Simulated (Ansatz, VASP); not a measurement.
**BeI in VASP and in Ansatz**

```
Be I
1.0
     1.96256    1.13308    3.21970
    -1.96256    1.13308    3.21970
     0.00000   -2.26617    3.21970
Be I
1 1
Cartesian
  0.0000 0.0000 4.8295
  0.0000 0.0000 0.0000
```

Alike in both runs: functional PBE; k mesh 6 × 6 × 6; occupations gaussian, width 0.1 eV; no spin polarisation.

Ansatz relaxed the structure, and its values are those at the end. VASP's run is a single point on that final structure, the one shown.

|  | VASP | Ansatz |
| --- | --- | --- |
| version | VASP 6.6.1 | Ansatz 0.2.0 |
| potentials or method | VASP PAW PBE potentials, release 64 (Be, I), cutoff 520 eV | scalar-relativistic, plane waves, PAW |
| valence electrons in the cell | 9 | 19 |

|  | VASP | Ansatz | Ansatz less VASP |
| --- | --- | --- | --- |
| gap on the k mesh at the Fermi level (eV) | none | none | - |
| pressure (GPa) | 0.4 | 0.4 | +0.02 |

A gap of «none» marks a metal or a gap that the smearing closes. The functional is the same, so the differences come from potentials, cutoffs and numerics. VASP's potentials hold 9 valence electrons a cell and Ansatz's 19, so a difference there can come from the potentials and not from the codes.

Neither program's run includes spin-orbit coupling.
